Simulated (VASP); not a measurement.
Input of a VASP 6.6.1 run:

File POSCAR:

```
Na
1.0
   -2.1118449397      2.1118449397      2.1118449397
    2.1118449397     -2.1118449397      2.1118449397
    2.1118449397      2.1118449397     -2.1118449397
Na
1
Direct
    0.0000000000      0.0000000000      0.0000000000
```

Contents of INCAR.step1:

```
SYSTEM = Na
PREC = Accurate
ENCUT = 550
ISMEAR = -1
SIGMA = 0.1
LREAL = .FALSE.
LASPH = .TRUE.
NELM = 120
NBANDS = 10
GGA = PE
ALGO = Normal
EDIFF = 1E-5
LWAVE = .TRUE.
LCHARG = .FALSE.
GGA_COMPAT = .FALSE.
```

INCAR.step2

```
SYSTEM = Na
PREC = Accurate
ENCUT = 550
EDIFF = 1E-6
ISMEAR = -1
SIGMA = 0.1
LREAL = .FALSE.
LASPH = .TRUE.
NELM = 120
ALGO = Normal
ISIF = 2
LWAVE = .FALSE.
LCHARG = .FALSE.
METAGGA = R2SCAN
LMIXTAU = .TRUE.
NBANDS = 10
ISTART = 1
GGA_COMPAT = .FALSE.
```

KPOINTS

```
Automatic mesh
0
G
  18 18 18
  0 0 0
```

Potentials or basis: VASP PAW PBE potentials, release 64 (Na_pv).

The run is started by

```bash
$ cat potpaw_PBE.64/Na_pv/POTCAR > POTCAR
$ cp INCAR.step1 INCAR
$ mpirun -np 1 vasp_std > vasp.out
$ cp INCAR.step2 INCAR
$ mpirun -np 1 vasp_std > vasp.out
```

**Question.** Predict the band gap on the k mesh.

**Answer.** Zero (an odd number of electrons rules out a gap without spin polarisation).

**Question.** What does it give for the pressure?

**Answer.** 0.1 GPa.

Caveat: the PAW data sets were made with another functional, which shifts forces and pressure a little.
